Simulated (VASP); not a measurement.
**Co: single point with PBE**

Crystal: Co.

```
Co
1.0
     2.41860    0.00000    0.00000
    -1.20930    2.09457    0.00000
     0.00000    0.00000    4.51610
Co
2
Cartesian
  0.0000 1.3964 1.1290
  1.2093 0.6982 3.3871
```

```json
{"Program": "VASP 6.6.1", "Task": "single point", "Functional": "PBE", "Potentials or basis": "VASP PAW PBE potentials, release 64 (Co)", "Cutoff": "520 eV", "k mesh": "21 × 21 × 12", "Occupations": "gaussian, width 0.15 eV", "Spin": "collinear spin, ferromagnetic start", "Starting moments": "[1.86, 1.86] μB"}
```

```json
{"Pressure": "-5.5 GPa", "Net moment": "3.33 μB per cell", "Site moments": "Co +1.69 μB", "Valence electrons inside the program's atomic spheres": "Co 8.20"}
```

Stress tensor (GPa, compression positive):
```
  5.48   0.00   0.00
  0.00   5.48   0.00
  0.00   0.00 -27.42
```

Levels at points of the mesh, in eV from the Fermi level:
Spin up:
```csv
k point,band 8,band 9,band 10,band 11,band 12,band 13,band 14,band 15
"(0.00, 0.00, 0.00)",-1.69,-1.69,-1.48,-1.12,-1.12,3.86,19.93,23.36
"(0.00, 0.00, 0.50)",-2.56,-1.34,-1.34,-1.34,-1.34,10.85,10.85,23.93
```
Spin down:
| k point | band 4 | band 5 | band 6 | band 7 | band 8 | band 9 | band 10 | band 11 |
| --- | --- | --- | --- | --- | --- | --- | --- | --- |
| (0.00, 0.00, 0.00) | -1.53 | -0.96 | -0.96 | -0.78 | -0.78 | 0.33 | 0.33 | 0.97 |
| (0.00, 0.00, 0.50) | -2.10 | -0.92 | -0.92 | -0.92 | -0.92 | 0.71 | 0.71 | 0.71 |

Run time: 110 s on 1 thread of Intel(R) Xeon(R) 6975P-C (Granite Rapids), on a shared host, peak memory 0.31 GiB.
